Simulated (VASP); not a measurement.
**CuI (Marshite): single point with LDA**

The system is CuI (Marshite).

```
CELL_PARAMETERS angstrom
0.00000 3.01204 3.01204
3.01204 0.00000 3.01204
3.01204 3.01204 0.00000
ATOMIC_POSITIONS crystal
Cu 0.25000 0.25000 0.25000
I 0.00000 0.00000 0.00000
```

| Item | Value |
| --- | --- |
| Program | VASP 6.6.1 |
| Task | single point |
| Functional | LDA |
| Potentials or basis | VASP PAW LDA potentials, release 64 (Cu, I) |
| Cutoff | 520 eV |
| k mesh | 8 × 8 × 8 |
| Occupations | gaussian, width 0.01 eV |
| Spin | no spin polarisation |

```
Pressure               : -3.6 GPa
Band gap on the k mesh : 1.05 eV, direct
```

Levels at points of the mesh, in eV from the valence-band top:
```
           k point  band 6  band 7  band 8  band 9  band 10  band 11  band 12  band 13
(0.00, 0.00, 0.00)   -2.00    0.00    0.00    0.00     1.05     4.85     4.85     4.85
(0.50, 0.00, 0.00)   -1.97   -1.93   -0.75   -0.75     2.09     5.39     5.39     7.28
(0.50, 0.50, 0.00)   -1.94   -1.91   -1.61   -1.61     2.58     2.84     9.17     9.80
```

Run time: 23 s on 1 thread of Intel(R) Xeon(R) Platinum 8259CL CPU @ 2.50GHz (Skylake/Cascade Lake), on a shared host, peak memory 0.16 GiB.

Caveat: spin-orbit coupling is left out, which moves the levels of the heavy elements. As with any semilocal functional, this LDA gap is likely too small.
